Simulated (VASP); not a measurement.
C, 2 atoms in the cell. It takes space group Fd-3m (No. 227, cubic). Conventional cell: a = 3.852 Å, b = 3.852 Å, c = 3.852 Å, α = 90.00°, β = 90.00°, γ = 90.00°. C (site symmetry -43m) has 4 C at 1.67 Å within 2.2 Å.  This cell differs from its parent crystal: strain +0.080 along x and y, +0.080 along z.

```yaml
Program: VASP 6.6.1
Task: single point
Functional: PBE
Potentials_or_basis: VASP PAW PBE potentials, release 64 (C)
Cutoff: 520 eV
k_mesh: 12 × 12 × 12
Occupations: gaussian, width 0.05 eV
Spin: no spin polarisation
Dipole_correction: no
Further_INCAR_settings: ALGO = Normal; EDIFF = 1e-06; NBANDS = 11
```

Potentials or basis: VASP PAW PBE potentials, release 64 (C).

The run is started by

```bash
$ cat potpaw_PBE.64/C/POTCAR > POTCAR
$ mpirun -np 1 vasp_std > vasp.out
```

Hardware: 1 thread of Intel Xeon 6975P-C, with other jobs on the host.

Task: How long does it take, and how much memory?

Result: Run time: 5.6 s on 1 thread of Intel Xeon 6975P-C, with other jobs on the host, peak memory 0.12 GiB. Counts: scf iterations 11, k points 72.
